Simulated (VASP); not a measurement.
CaSe: single point with PBE

Crystal: CaSe.

```
Ca Se
1.0
     0.00000    3.54531    3.54531
     3.54531    0.00000    3.54531
     3.54531    3.54531    0.00000
Ca Se
1 1
Direct
  0.00000 0.00000 0.00000
  0.75000 0.75000 0.75000
```

```json
{"Program": "VASP 6.6.1", "Task": "single point", "Functional": "PBE", "Potentials or basis": "VASP PAW PBE potentials, release 64 (Ca_sv, Se)", "Cutoff": "520 eV", "k mesh": "4 × 4 × 4", "Occupations": "gaussian, width 0.1 eV", "Spin": "no spin polarisation"}
```

The pressure is -4.6 GPa and the band gap on the k mesh is 2.53 eV, indirect (least direct gap 2.56 eV).

Levels at points of the mesh, in eV from the valence-band top:
```
           k point  band 4  band 5  band 6  band 7  band 8  band 9  band 10  band 11  band 12  band 13
(0.00, 0.00, 0.00)  -21.05  -10.12   -0.03   -0.03   -0.03    2.53     4.75     4.75     6.12     6.12
(0.50, 0.00, 0.00)  -21.06   -9.99   -0.98   -0.01   -0.01    4.49     4.83     4.83     4.86     5.44
(0.50, 0.50, 0.00)  -21.06   -9.95   -0.97   -0.08   -0.08    3.44     4.41     5.24     5.25     5.25
```

It took 28 s on 1 thread of AMD EPYC 7R13 (shared host), peak memory 0.2 GiB.

A k mesh can miss the band edges.
